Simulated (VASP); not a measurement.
Crystal: ZnO.

```
CELL_PARAMETERS angstrom
2.24284 0.00000 0.00000
0.00000 2.24284 0.00000
0.00000 0.00000 2.24284
ATOMIC_POSITIONS crystal
Zn 0.00000 0.00000 0.00000
O 0.50000 0.50000 0.50000
```

* Program: VASP 6.6.1
* Task: relaxation of cell and atoms
* Functional: PBE
* Potentials or basis: VASP PAW PBE potentials, release 64 (Zn, O_h)
* Cutoff: 1340 eV
* k mesh: 10 × 10 × 10
* Occupations: fermi-dirac, width 0.02 eV
* Spin: no spin polarisation

At the start: pressure 309.1 GPa; volume 5.64 Å³/atom.

Problem. Where does the relaxation end?

Solution. Over 8 steps the energy falls by 2380.9 meV/atom and the volume is 9.74 Å³/atom (+72.7 %); space group Pm-3m (No. 221, to 0.1 Å) before and after.

Step by step:
```
step  energy change (eV)  largest force (eV/Å)  pressure (GPa)  volume (Å³)
   1              0.0000                0.0000          309.09        11.28
   2             -1.1060                0.0000          -38.17        40.01
   3             -4.7046                0.0000          -10.68        21.04
   4             -4.7442                0.0000           -6.42        20.33
   5             -4.7616                0.0000            0.63        19.41
   6             -4.7614                0.0000           -0.99        19.60
   7             -4.7617                0.0000            0.26        19.45
   8             -4.7618                0.0000            0.01        19.48
```

Final structure:
```
Zn O
1.0
     2.69086    0.00000    0.00000
     0.00000    2.69086    0.00000
     0.00000    0.00000    2.69086
Zn O
1 1
Direct
  0.00000 0.00000 0.00000
  0.50000 0.50000 0.50000
```

Caveat: the volume moved by over 15 % at a fixed basis, so the end points are rough; the structure was generated, so it needn't be the stable form of ZnO.
